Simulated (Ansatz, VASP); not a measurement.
Given: the input of a run of Ansatz 0.2.0 on C.

File input.yaml:

```yaml
crystal:
  lattice:
    - [0.0, 1.78337, 1.78337]
    - [1.78337, 0.0, 1.78337]
    - [1.78337, 1.78337, 0.0]
  atoms:
    - { symbol: C, position: [0.75, 0.75, 0.75] }
    - { symbol: C, position: [0.5, 0.5, 0.5] }
hamiltonian:
  xc: b3lyp
  pseudopotentials: { kind: paw }
kpoints:
  mp_grid: { grid: [7, 7, 7] }
scf:
  occupations: { method: fermi_dirac, width: 0.05 }
output:
  forces: true
  stress: true
  eigenvalues: true
```

Potentials or basis: Ansatz PAW.

Launch:

```bash
$ ansatz run input.yaml --threads 2 --pin off --max-ram 5632MiB --backend cpu --events-out ev --progress --plain --runs-dir out
```

Translate it to VASP 6.6.1. Potentials there: VASP PAW PBE potentials, release 64 (C).

As run (the cutoff follows the program's own potentials):

File POSCAR:

```
C
1.0
    0.0000000000      1.7833700000      1.7833700000
    1.7833700000      0.0000000000      1.7833700000
    1.7833700000      1.7833700000      0.0000000000
C
2
Direct
    0.7500000000      0.7500000000      0.7500000000
    0.5000000000      0.5000000000      0.5000000000
```

INCAR.step1

```
PREC = Accurate
ENCUT = 520
EDIFF = 1E-5
ISMEAR = -1
SIGMA = 0.05
LREAL = False
LASPH = True
NELM = 80
ALGO = Normal
ISIF = 2
LWAVE = True
NBANDS = 11
GGA = PE
```

The input INCAR.step2:

```
PREC = Accurate
ENCUT = 520
EDIFF = 1E-6
ISMEAR = -1
SIGMA = 0.05
LREAL = False
LASPH = True
NELM = 80
ALGO = Normal
ISIF = 2
LWAVE = False
LCHARG = True
GGA = B3
LHFCALC = True
AEXX = 0.2
AGGAX = 0.72
AGGAC = 0.81
ALDAC = 0.19
PRECFOCK = Normal
LELF = True
LVHAR = True
NBANDS = 11
ISTART = 1
```

File KPOINTS:

```
regular mesh
0
Gamma
  7 7 7
```

Potentials or basis: VASP PAW PBE potentials, release 64 (C).

Launch:

```sh
$ cat potpaw_PBE.64/C/POTCAR > POTCAR
$ cp INCAR.step1 INCAR
$ mpirun -np 1 vasp_std > vasp.out
$ cp INCAR.step2 INCAR
$ mpirun -np 1 vasp_std > vasp.out
```

Both were run:

|  | VASP | Ansatz | Ansatz less VASP |
| --- | --- | --- | --- |
| gap on the k mesh at the Fermi level (eV) | 6.15 | 6.12 | -0.025 |
| least direct gap on the mesh (eV) | 7.46 | 7.43 | -0.032 |
| pressure (GPa) | 1.3 | 0.4 | -0.92 |

VASP's potentials were made for PBE, not for B3LYP. The functional is the same, so the differences come from potentials, cutoffs and numerics.

The k mesh is coarse, so the values compare programs but aren't converged. Noted on Ansatz's run: Pulay correction over one GPa; odd divisions of the mesh miss points on the zone boundary, where band edges often lie, so the gap on the mesh can be too wide.
